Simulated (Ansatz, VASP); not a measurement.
# Ta2AlN3: VASP beside Ansatz

```
Ta Al N
1.0
     5.48333    0.00000    0.00000
    -2.74167    4.74871    0.00000
     0.00000    0.00000    3.07198
Ta Al N
2 1 3
Direct
  0.33333 0.66667 0.50000
  0.00000 0.00000 0.00000
  0.66667 0.33333 0.50000
  0.39285 0.00000 0.00000
  0.60715 0.60715 0.00000
  0.00000 0.39285 0.00000
```

Alike in both runs: task single point; functional PBE; k mesh 6 × 6 × 6; occupations gaussian, width 0.1 eV; no spin polarisation.

|  | VASP | Ansatz |
| --- | --- | --- |
| version | VASP 6.6.1 | Ansatz 0.2.0 |
| potentials or method | VASP PAW PBE potentials, release 64 (Ta_pv, Al, N), cutoff 520 eV | scalar-relativistic, plane waves, PAW |
| valence electrons in the cell | 40 | 44 |

```tsv
	VASP	Ansatz	Ansatz less VASP
gap on the k mesh at the Fermi level (eV)	none	none	-
rms of the force components (eV/Å)	0.368	0.376	+0.0077
```

Atom by atom the forces differ by 0.010 eV/Å (rms over components). A gap of «none» marks a metal or a gap that the smearing closes. With one functional, cell and mesh, what is left measures potentials, basis and numerics. VASP's potentials hold 40 valence electrons a cell and Ansatz's 44, so a difference there can come from the potentials and not from the codes.

Neither program's run includes spin-orbit coupling.
